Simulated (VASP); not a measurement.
The system is TiC2.

```
Ti C
1.0
     0.00000    3.41917    3.41917
     3.41917    0.00000    3.41917
     3.41917    3.41917    0.00000
Ti C
2 4
Direct
  0.50000 0.50000 0.50000
  0.75000 0.75000 0.75000
  0.62500 0.62500 0.62500
  0.12500 0.62500 0.62500
  0.62500 0.62500 0.12500
  0.62500 0.12500 0.62500
```

| Quantity | Value |
| --- | --- |
| Program | VASP 6.6.1 |
| Task | relaxation of cell and atoms |
| Functional | r2SCAN |
| Potentials or basis | VASP PAW PBE potentials, release 64 (Ti_sv, C) |
| Cutoff | 600 eV |
| k mesh | 4 × 4 × 4 |
| Occupations | gaussian, width 0.1 eV |
| Spin | no spin polarisation |

At the start: pressure 125.3 GPa; volume 13.32 Å³/atom.

**Question.** How do energy, volume and symmetry change on relaxing?

**Answer.** Over 18 steps the energy falls by 4310.9 meV/atom and the volume is 31.96 Å³/atom (+139.8 %); space group Fd-3m (No. 227, to 0.1 Å) before and after.

Step by step:
| step | energy change (eV) | largest force (eV/Å) | pressure (GPa) | volume (Å³) |
| --- | --- | --- | --- | --- |
| 1 | 0.0000 | 0.0000 | 125.33 | 79.95 |
| 2 | -22.1136 | 0.0000 | -12.15 | 271.35 |
| 3 | -25.8419 | 0.0000 | 1.49 | 186.41 |
| 4 | -25.8649 | 0.0000 | -0.22 | 192.27 |
| 5 | -25.8613 | 0.0000 | 0.62 | 189.36 |
| 6 | -25.8615 | 0.0000 | 0.61 | 189.40 |
| 7 | -25.8619 | 0.0000 | 0.57 | 189.50 |
| 8 | -25.8619 | 0.0000 | 0.57 | 189.51 |
| 9 | -25.8619 | 0.0000 | 0.57 | 189.51 |
| 10 | -25.8619 | 0.0000 | 0.57 | 189.51 |
| 11 | -25.8619 | 0.0000 | 0.57 | 189.52 |
| 12 | -25.8620 | 0.0000 | 0.56 | 189.54 |
| 13 | -25.8621 | 0.0000 | 0.56 | 189.57 |
| 14 | -25.8623 | 0.0000 | 0.53 | 189.64 |
| 15 | -25.8628 | 0.0000 | 0.49 | 189.78 |
| 16 | -25.8636 | 0.0000 | 0.41 | 190.06 |
| 17 | -25.8647 | 0.0000 | 0.25 | 190.62 |
| 18 | -25.8654 | 0.0000 | -0.06 | 191.73 |

Final structure:
```
Ti C
1.0
     0.00000    4.57674    4.57674
     4.57674    0.00000    4.57674
     4.57674    4.57674    0.00000
Ti C
2 4
Direct
  0.50000 0.50000 0.50000
  0.75000 0.75000 0.75000
  0.62500 0.62500 0.62500
  0.12500 0.62500 0.62500
  0.62500 0.62500 0.12500
  0.62500 0.12500 0.62500
```

Caveat: the k points lie up to 0.30 Å⁻¹ apart in the final cell; the volume moved by over 15 % at a fixed basis, so the end points are rough; the PAW data sets were made with another functional, which shifts forces and pressure a little.
